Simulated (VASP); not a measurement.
# Al (P6/mmm) in VASP: further runs

The runs below take Al through single point, with PBE.

Program: VASP 6.6.1. These are calculated values, not measurements. Logs are shortened: lines on timing, memory, paths and dates and some standing lists are left out, and cuts for length are marked.

## 1. The cell of the first run

The structure is hexagonal, space group P6/mmm (No. 191). The conventional cell has a = 4.251 Å, b = 4.251 Å, c = 2.552 Å, α = 90.00°, β = 90.00°, γ = 120.00°. Within 3.4 Å of Al (site symmetry 6/mmm) lie 14 Al at 2.55 to 2.77 Å. Al (site symmetry -6m2) has 11 Al at 2.45 to 2.77 Å within 3.2 Å.

## 2. Single point, PBE

The input, INCAR:

```
  PREC = Accurate
  ENCUT = 520
  EDIFF = 1E-6
  ISMEAR = -1
  SIGMA = 0.08
  LREAL = F
  LASPH = T
  NELM = 100
  ALGO = Normal
  ISIF = 2
  LWAVE = F
  LCHARG = T
  GGA = PE
  LELF = T
  LVHAR = T
  NBANDS = 12
```

The input, KPOINTS:

```
regular mesh
0
Gamma
  9 9 12
```

The input, POSCAR:

```
Al
1.0
    4.2511076514      0.0000000000      0.0000000000
   -2.1255538257      3.6815672203      0.0000000000
    0.0000000000      0.0000000000      2.5522881392
Al
3
Direct
    0.0000000000      0.0000000000      0.0000000000
    0.3333333333      0.6666666667      0.5000000000
    0.6666666667      0.3333333333      0.5000000000
```

Potentials or basis: VASP PAW PBE potentials, release 64 (Al).

Run with:

```bash
$ cat potpaw_PBE.64/Al/POTCAR > POTCAR
$ mpirun -np 1 vasp_std > vasp.out
```

OUTCAR:

```text
PREC = Accurate
   ENCUT = 520
   EDIFF = 1E-6
   ISMEAR = -1
   LREAL = F
   LASPH = T
   NELM = 100
   ISIF = 2
   GGA = PE

 ion  position               nearest neighbor table
   1  0.000  0.000  0.000-   2 2.77   3 2.77   2 2.77   3 2.77   2 2.77   2 2.77   3 2.77   3 2.77
                             3 2.77   3 2.77   2 2.77   2 2.77
   2  0.333  0.667  0.500-   3 2.45   3 2.45   3 2.45   1 2.77   1 2.77   1 2.77   1 2.77   1 2.77
                             1 2.77
   3  0.667  0.333  0.500-   2 2.45   2 2.45   2 2.45   1 2.77   1 2.77   1 2.77   1 2.77   1 2.77
                             1 2.77

  LATTYP: Found a hexagonal cell.
 ALAT       =     4.2511076514
 C/A-ratio  =     0.6003819118

  Lattice vectors:

 A1 = (   4.2511076514,   0.0000000000,   0.0000000000)
 A2 = (  -2.1255538257,   3.6815672203,   0.0000000000)
 A3 = (   0.0000000000,   0.0000000000,   2.5522881392)

Analysis of symmetry for initial positions (statically):
=====================================================================
 Subroutine PRICEL returns:
 Original cell was already a primitive cell.

 Routine SETGRP: Setting up the symmetry group for a
 hexagonal supercell.

 Subroutine GETGRP returns: Found 24 space group operations
 (whereof 24 operations were pure point group operations)
 out of a pool of 24 trial point group operations.

The static configuration has the point symmetry D_6h.

Analysis of symmetry for dynamics (positions and initial velocities):
=====================================================================
 Subroutine PRICEL returns:
 Original cell was already a primitive cell.

 Routine SETGRP: Setting up the symmetry group for a
 hexagonal supercell.

 Subroutine GETGRP returns: Found 24 space group operations
 (whereof 24 operations were pure point group operations)
 out of a pool of 24 trial point group operations.

The dynamic configuration has the point symmetry D_6h.

 Subroutine INISYM returns: Found 24 space group operations
 (whereof 24 operations are pure point group operations),
 and found     1 'primitive' translations

----------------------------------------------------------------------------------------

                                     Primitive cell

  volume of cell :      39.9452

  direct lattice vectors                    reciprocal lattice vectors
     4.251107651  0.000000000  0.000000000     0.235232810  0.135811726  0.000000000
    -2.125553826  3.681567220  0.000000000     0.000000000  0.271623453  0.000000000
     0.000000000  0.000000000  2.552288139     0.000000000  0.000000000  0.391805292

  length of vectors
     4.251107651  4.251107651  2.552288139     0.271623453  0.271623453  0.391805292

  position of ions in fractional coordinates (direct lattice)
     0.000000000  0.000000000  0.000000000
     0.333333333  0.666666667  0.500000000
     0.666666667  0.333333333  0.500000000

  ion indices of the primitive-cell ions
   primitive index   ion index
                 1           1
                 2           2
                 3           3

----------------------------------------------------------------------------------------

 KPOINTS: regular mesh

Automatic generation of k-mesh.
 Grid dimensions read from file:
 generate k-points for:    9    9   12

 Generating k-lattice:

  Cartesian coordinates                     Fractional coordinates (reciprocal lattice)
     0.026136979  0.015090192  0.000000000     0.111111111  0.000000000  0.000000000
     0.000000000  0.030180384  0.000000000     0.000000000  0.111111111  0.000000000
     0.000000000  0.000000000  0.032650441     0.000000000  0.000000000  0.083333333

  Length of vectors
     0.030180384  0.030180384  0.032650441

  Shift w.r.t. Gamma in fractional coordinates (k-lattice)
     0.000000000  0.000000000  0.000000000

 Subroutine IBZKPT returns following result:
 ===========================================

 Found     84 irreducible k-points:

 Following reciprocal coordinates:
            Coordinates               Weight
  0.000000  0.000000  0.000000      1.000000
  0.111111  0.000000  0.000000      6.000000
  0.222222  0.000000  0.000000      6.000000
  0.333333  0.000000  0.000000      6.000000
  0.444444  0.000000  0.000000      6.000000
  0.111111  0.111111  0.000000      6.000000
[... 16 lines left out ...]
  0.333333  0.222222  0.083333     24.000000
  0.333333  0.333333  0.083333      4.000000
 [... further k-points ...]
   k-points           NKPTS =     84   k-points in BZ     NKDIM =     84   number of bands    NBANDS=     12
   number of dos      NEDOS =    301   number of ions     NIONS =      3
   total plane-waves  NPLWV =  20480
   dimension x,y,z NGX =    32 NGY =   32 NGZ =   20
   dimension x,y,z NGXF=    64 NGYF=   64 NGZF=   40
   ions per type =               3
   NGX,Y,Z   is equivalent  to a cutoff of  12.51, 12.51, 13.03 a.u.
   NGXF,Y,Z  is equivalent  to a cutoff of  25.03, 25.03, 26.05 a.u.
 SYSTEM =  unknown system
   PREC   = accura    normal or accurate (medium, high low for compatibility)
   ISTART =      0    job   : 0-new  1-cont  2-samecut
   ICHARG =      2    charge: 1-file 2-atom 10-const
   ISPIN  =      1    spin polarized calculation?
   LNONCOLLINEAR =      F non collinear calculations
   LSORBIT =      F    spin-orbit coupling
   LASPH  =      T    aspherical Exc in radial PAW
   ENCUT  =  520.0 eV  38.22 Ry    6.18 a.u.   7.90  7.90  4.75*2*pi/ulx,y,z
   NELM   =    100;   NELMIN=  2; NELMDL= -5     # of ELM steps
   EDIFF  = 0.1E-05   stopping-criterion for ELM
   LREAL  =      F    real-space projection
   EDIFFG = 0.1E-04   stopping-criterion for IOM
   NSW    =      0    number of steps for IOM
   IBRION =     -1    ionic relax: 0-MD 1-quasi-New 2-CG
   NFREE  =      0    steps in history (QN), initial steepest desc. (CG)
   ISIF   =      2    stress and relaxation
   ISYM   =      2    0-nonsym 1-usesym 2-fastsym
   POTIM  = 0.5000    time-step for ionic-motion
   TEBEG  =    0.0;   TEEND  =   0.0 temperature during run
   PSTRESS=    0.0 pullay stress
   NELECT =       9.0000    total number of electrons
   NUPDOWN=      -1.0000    fix difference up-down
   EMIN   =  10.00;   EMAX   =-10.00  energy-range for DOS
   EFERMI =   0.00;   METHOD = LEGACY
   ISMEAR =    -1;   SIGMA  =   0.08  broadening in eV -4-tet -1-fermi 0-gaus
   EFERMI_NEDOS =   21; number of points for ismear=-14 and -15
   IALGO  =     38    algorithm
   IMIX   =      4    mixing-type and parameters
     AMIX     =   0.40;   BMIX     =  1.00
     AMIX_MAG =   1.60;   BMIX_MAG =  1.00
  volume/ion in A,a.u.               =      13.32        89.85
  Fermi-wavevector in a.u.,A,eV,Ry     =   0.996172  1.882491 13.501848  0.992358
  Thomas-Fermi vector in A             =   2.128242
   LORBIT       =      0    0 simple, 1 ext, 2 COOP (PROOUT), +10 PAW based schemes
   GGA     = PE    functional components
   LHFCALC =     F    Hartree Fock is set to
   AEXX    =    0.0000 exact exchange contribution
   IVDW    =     0    specifies the selected vdW correction
   LEPSILON=     F    determine dielectric tensor
   LRPA    =     F    only Hartree local field effects (RPA)
 non-spin polarized calculation
  energy-cutoff  :      520.00
  volume of cell :       39.95
 maximum number of plane-waves:      1095
 NGX is ok and might be reduce to    32
   NGX = 15   NGY = 15   NGZ =  9

 number of electron       9.0000000 magnetization

 Free energy of the ion-electron system (eV)
  ---------------------------------------------------
  ext. energy  EPLUGINS =         0.00000000
  ---------------------------------------------------
  free energy    TOTEN  =       -10.03293657 eV

  energy without entropy =      -10.00685626  energy(sigma->0) =      -10.01989641

 E-fermi :  10.4031     XC(G=0): -10.9996

 val. band max:       10.4011493210   @ k =   0.4444   0.0000   0.4167
 cond. band min:      10.4287638395   @ k =   0.2222   0.0000   0.4167
 fundamental gap:      0.0276145185
 Fermi energy:        10.4031453137

 k-point     1 :       0.0000    0.0000    0.0000
  band No.  band energies     occupation
      1      -2.2717      2.00000
      2       7.6372      2.00000
      3       7.6372      2.00000
      4       7.7013      2.00000
      5       7.7013      2.00000
      6       9.4372      1.99999
      7       9.6009      1.99991
      8      19.0073      0.00000
      9      19.5007      0.00000
     10      25.5434      0.00000
     11      25.7150      0.00000
     12      25.7150      0.00000

 k-point     2 :       0.1111    0.0000    0.0000
  band No.  band energies     occupation
      1      -2.1371      2.00000
      2       5.9660      2.00000
      3       6.6890      2.00000
      4       7.6091      2.00000
      5       8.8974      2.00000
      6      10.3384      1.38376
      7      10.9068      0.00368
      8      19.1142      0.00000
      9      19.5748      0.00000
     10      24.0488      0.00000
     11      24.3509      0.00000
     12      25.5173      0.00000

 k-point     3 :       0.2222    0.0000    0.0000
  band No.  band energies     occupation
      1      -1.7342      2.00000
      2       4.1263      2.00000
      3       5.9559      2.00000
      4       6.9514      2.00000
      5      10.3738      1.18127
      6      11.7408      0.00000
      7      13.3217      0.00000
      8      19.4354      0.00000
      9      19.6814      0.00000
     10      21.3808      0.00000
     11      22.3696      0.00000
     12      24.2801      0.00000
[... 286 lines left out ...]
 k-point    23 :       0.3333    0.2222    0.0833
  band No.  band energies     occupation
      1       0.4119      2.00000
      2       1.5885      2.00000
      3       2.7497      2.00000
      4       9.6511      1.99983
      5      11.8395      0.00000
      6      14.0049      0.00000
      7      17.5984      0.00000
      8      17.9784      0.00000
      9      18.7995      0.00000
     10      19.9788      0.00000
     11      20.7159      0.00000
     12      21.4934      0.00000

 k-point    24 :       0.3333    0.3333    0.0833
  band No.  band energies     occupation
      1       1.4237      2.00000
      2       1.4759      2.00000
      3       1.4759      2.00000
      4      11.6171      0.00000
      5      11.7836      0.00000
      6      11.7836      0.00000
      7      18.4269      0.00000
      8      18.4269      0.00000
      9      18.7925      0.00000
     10      21.6295      0.00000
     11      21.6295      0.00000
     12      21.7471      0.00000

 [... further k-points ...]

------------------------ aborting loop because EDIFF is reached ----------------------------------------

  FORCE on cell =-STRESS in cart. coord.  units (eV):
  Direction    XX          YY          ZZ          XY          YZ          ZX
  --------------------------------------------------------------------------------------
  -------------------------------------------------------------------------------------
  Total        7.4781704      7.4781704      7.4810625      0.0000000     -0.0000000      0.0000000
  in kB      299.9448451    299.9448451    300.0608437      0.0000000     -0.0000000      0.0000000
  external PRESSURE =     299.9835113 kB  Pullay stress =       0.0000000 kB

 VOLUME and BASIS-vectors are now :
 -----------------------------------------------------------------------------
  energy-cutoff  :      520.00
  volume of cell :       39.95
      direct lattice vectors                 reciprocal lattice vectors
     4.251107651  0.000000000  0.000000000     0.235232810  0.135811726  0.000000000
    -2.125553826  3.681567220  0.000000000     0.000000000  0.271623453  0.000000000
     0.000000000  0.000000000  2.552288139     0.000000000  0.000000000  0.391805292

 POSITION                                       TOTAL-FORCE (eV/Angst)
 -----------------------------------------------------------------------------------
      0.00000      0.00000      0.00000         0.000000      0.000000      0.000000
     -0.00000      2.45438      1.27614         0.000000     -0.000000      0.000000
      2.12555      1.22719      1.27614        -0.000000      0.000000      0.000000
 -----------------------------------------------------------------------------------
    total drift:                               -0.000000      0.000000     -0.000000

  FREE ENERGIE OF THE ION-ELECTRON SYSTEM (eV)
  ---------------------------------------------------
  free  energy   TOTEN  =       -10.0329365652 eV

  energy  without entropy=      -10.0068562636  energy(sigma->0) =      -10.01989641
```

Wall time 30 s (1 thread of Intel Xeon 6975P-C, shared host); peak memory 0.16 GiB.

Results:

| Item | Value |
| --- | --- |
| Free energy | -10.0329 eV |
| Pressure | 30.0 GPa |

## 3. Single point, PBE

The input, INCAR:

```
SYSTEM = Al
  PREC = Accurate
  ENCUT = 520
  EDIFF = 1E-6
  ISMEAR = -1
  SIGMA = 0.08
  LREAL = .FALSE.
  LASPH = .TRUE.
  NELM = 80
  ALGO = Normal
  ISIF = 2
  LWAVE = .FALSE.
  LCHARG = .TRUE.
  GGA = PE
  LELF = .TRUE.
  LVHAR = .TRUE.
  NBANDS = 12
```

The input, KPOINTS:

```
regular mesh
0
G
  9 9 12
  0 0 0
```

The input, POSCAR:

```
Al
1.0
    4.2502367657      0.0000000000      0.0000000000
   -2.1251183829      3.6808130112      0.0000000000
    0.0000000000      0.0000000000      2.5518067389
Al
3
Direct
    0.0000000000      0.0000000000      0.0000000000
    0.3333333333      0.6666666667      0.5000000000
    0.6666666667      0.3333333333      0.5000000000
```

Potentials or basis: VASP PAW PBE potentials, release 64 (Al).

Run with:

```bash
$ cat potpaw_PBE.64/Al/POTCAR > POTCAR
$ mpirun -np 1 vasp_std > vasp.out
```

OUTCAR:

```text
SYSTEM = Al
   PREC = Accurate
   ENCUT = 520
   EDIFF = 1E-6
   ISMEAR = -1
   LREAL = .FALSE.
   LASPH = .TRUE.
   NELM = 80
   ISIF = 2
   GGA = PE

 ion  position               nearest neighbor table
   1  0.000  0.000  0.000-   2 2.77   3 2.77   2 2.77   3 2.77   3 2.77   3 2.77   2 2.77   2 2.77
                             3 2.77   3 2.77   2 2.77   2 2.77
   2  0.333  0.667  0.500-   3 2.45   3 2.45   3 2.45   1 2.77   1 2.77   1 2.77   1 2.77   1 2.77
                             1 2.77
   3  0.667  0.333  0.500-   2 2.45   2 2.45   2 2.45   1 2.77   1 2.77   1 2.77   1 2.77   1 2.77
                             1 2.77

  LATTYP: Found a hexagonal cell.
 ALAT       =     4.2502367657
 C/A-ratio  =     0.6003916675

  Lattice vectors:

 A1 = (   4.2502367657,   0.0000000000,   0.0000000000)
 A2 = (  -2.1251183829,   3.6808130112,   0.0000000000)
 A3 = (   0.0000000000,   0.0000000000,   2.5518067389)

Analysis of symmetry for initial positions (statically):
=====================================================================
 Subroutine PRICEL returns:
 Original cell was already a primitive cell.

 Routine SETGRP: Setting up the symmetry group for a
 hexagonal supercell.

 Subroutine GETGRP returns: Found 24 space group operations
[... 186 lines left out ...]
     11      25.7269      0.00000
     12      25.7269      0.00000
[... 331 lines left out ...]
 k-point    24 :       0.3333    0.3333    0.0833
  band No.  band energies     occupation
      1       1.4279      2.00000
      2       1.4801      2.00000
      3       1.4801      2.00000
      4      11.6250      0.00000
      5      11.7915      0.00000
      6      11.7915      0.00000
      7      18.4366      0.00000
      8      18.4366      0.00000
      9      18.8023      0.00000
     10      21.6422      0.00000
     11      21.6422      0.00000
     12      21.7600      0.00000

 [... further k-points ...]

------------------------ aborting loop because EDIFF is reached ----------------------------------------

  FORCE on cell =-STRESS in cart. coord.  units (eV):
  Direction    XX          YY          ZZ          XY          YZ          ZX
  --------------------------------------------------------------------------------------
  -------------------------------------------------------------------------------------
  Total        7.5003217      7.5003217      7.5036400     -0.0000000     -0.0000000      0.0000000
  in kB      301.0133914    301.0133914    301.1465663     -0.0000000     -0.0000000      0.0000000
  external PRESSURE =     301.0577830 kB  Pullay stress =       0.0000000 kB

 VOLUME and BASIS-vectors are now :
 -----------------------------------------------------------------------------
  energy-cutoff  :      520.00
  volume of cell :       39.92
      direct lattice vectors                 reciprocal lattice vectors
     4.250236766  0.000000000  0.000000000     0.235281010  0.135839555  0.000000000
    -2.125118383  3.680813011  0.000000000     0.000000000  0.271679109  0.000000000
     0.000000000  0.000000000  2.551806739     0.000000000  0.000000000  0.391879207

 POSITION                                       TOTAL-FORCE (eV/Angst)
 -----------------------------------------------------------------------------------
      0.00000      0.00000      0.00000         0.000000      0.000000      0.000000
     -0.00000      2.45388      1.27590        -0.000000      0.000000      0.000000
      2.12512      1.22694      1.27590         0.000000     -0.000000      0.000000
 -----------------------------------------------------------------------------------
    total drift:                               -0.000000      0.000000     -0.000000

  FREE ENERGIE OF THE ION-ELECTRON SYSTEM (eV)
  ---------------------------------------------------
  free  energy   TOTEN  =       -10.0284537368 eV

  energy  without entropy=      -10.0023824711  energy(sigma->0) =      -10.01541810
```

OSZICAR:

```text
N       E                     dE             d eps       ncg     rms          rms(c)
DAV:   1     0.575774467051E+01    0.57577E+01   -0.30450E+03  2016   0.538E+02
DAV:   2    -0.967173925407E+01   -0.15429E+02   -0.14820E+02  2496   0.855E+01
DAV:   3    -0.101337077538E+02   -0.46197E+00   -0.45553E+00  2636   0.114E+01
DAV:   4    -0.101363808679E+02   -0.26731E-02   -0.26714E-02  2300   0.104E+00
DAV:   5    -0.101364074473E+02   -0.26579E-04   -0.26580E-04  2508   0.107E-01    0.302E+00
DAV:   6    -0.100710867005E+02    0.65321E-01   -0.79606E-03  2352   0.425E-01    0.176E+00
DAV:   7    -0.100287561539E+02    0.42331E-01   -0.16073E-02  2324   0.616E-01    0.275E-01
DAV:   8    -0.100285414201E+02    0.21473E-03   -0.62300E-04  2388   0.132E-01    0.129E-01
DAV:   9    -0.100284531252E+02    0.88295E-04   -0.57897E-05  2380   0.385E-02    0.488E-02
DAV:  10    -0.100284537368E+02   -0.61157E-06   -0.19150E-06  2180   0.827E-03
   1 F= -.10028454E+02 E0= -.10015418E+02  d E =-.260713E-01
```

stdout:

```text
POSCAR found type information on POSCAR Al
 POSCAR found :  1 types and       3 ions
 scaLAPACK will be used
 LDA part: xc-table for (Slater+PW92), standard interpolation
 POSCAR, INCAR and KPOINTS ok, starting setup
 FFT: planning ... GRIDC
 FFT: planning ... GRID_SOFT
 FFT: planning ... GRID
 WAVECAR not read
 entering main loop
```

Run time: 31 s. Hardware: 1 thread of Intel Xeon 6975P-C, shared host; peak memory 0.16 GiB.

Results:

- Free energy: -10.0285 eV
- Pressure: 30.1 GPa
